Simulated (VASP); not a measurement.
Here is a VASP 6.6.1 calculation.

INCAR

```
PREC     = Accurate       # precision mode
ENCUT    = 520            # plane-wave cutoff, eV
EDIFF    = 1E-6           # SCF threshold, eV
ISMEAR   = -1             # smearing method
SIGMA    = 0.1            # smearing width, eV
LREAL    = False          # projectors in reciprocal space
LASPH    = True           # aspherical terms in the spheres
NELM     = 100            # most SCF steps
ALGO     = Normal         # electronic algorithm
ISIF     = 2              # what is computed and relaxed
LWAVE    = False          # write WAVECAR
LCHARG   = False          # write CHGCAR
NBANDS   = 16             # bands
```

KPOINTS

```
Automatic mesh
0
Gamma
  9 9 5
```

Contents of POSCAR:

```
Rb
1.0
    3.5269666751      0.0000000000      0.0000000000
   -1.7634833375      3.0544427389      0.0000000000
    0.0000000000      0.0000000000      5.7974051090
Rb
2
Direct
    0.3333333333      0.6666666667      0.2500000000
    0.6666666667      0.3333333333      0.7500000000
```

Potentials or basis: VASP PAW LDA potentials, release 64 (Rb_sv).

Launch:

```console
$ cat potpaw_LDA.64/Rb_sv/POTCAR > POTCAR
$ mpirun -np 1 vasp_std > vasp.out
```

Question: Predict the band gap on the k mesh.

Answer: Zero (band 9 reaches 4.70 eV, above the bottom of band 10 at 2.94 eV).

Question: What does it give for the pressure?

Answer: 12.8 GPa.
